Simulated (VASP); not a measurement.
Wanted: the native input for a VASP 6.6.1 run.

- Task: single point
- Functional: RPBE
- Potentials or basis: VASP PAW PBE potentials, release 64 (Ir)
- Cutoff: 520 eV
- k mesh: 11 × 11 × 6
- Occupations: fermi-dirac, width 0.05 eV
- Spin: no spin polarisation
- Dipole correction: no
- Further INCAR settings: ALGO = Normal; EDIFF = 1e-07; NBANDS = 16

The structure of Ir lies in POSCAR:

```
Ir
1.0
    2.7602822518      0.0000000000      0.0000000000
   -1.3801411259      2.3904745516      0.0000000000
    0.0000000000      0.0000000000      4.4707705433
Ir
2
Direct
    0.3333333333      0.6666666667      0.2500000000
    0.6666666667      0.3333333333      0.7500000000
```

The input as run:

INCAR

```
SYSTEM = Ir
ALGO = Normal ; EDIFF = 1E-7
ENCUT = 520 ; GGA = RP
ISIF = 2 ; ISMEAR = -1
LASPH = .TRUE. ; LCHARG = .FALSE.
LREAL = .FALSE. ; LWAVE = .FALSE.
NBANDS = 16 ; NELM = 80
PREC = Accurate ; SIGMA = 0.05
```

KPOINTS

```
k-points
0
G
  11 11 6
  0 0 0
```

Potentials or basis: VASP PAW PBE potentials, release 64 (Ir).

Run with:

```bash
$ cat potpaw_PBE.64/Ir/POTCAR > POTCAR
$ mpirun -np 1 vasp_std > vasp.out
```

It gave:

The pressure is 0.3 GPa. The band gap on the k mesh is zero (band 9 reaches 10.77 eV, above the bottom of band 10 at 7.75 eV).

Caveat: the PAW data sets were made with another functional, which shifts forces and pressure a little; spin-orbit coupling is left out, which moves the levels of the heavy elements.

Wall time 54 s on 1 thread of Intel Xeon 8259CL, on a shared host, peak memory 0.17 GiB.
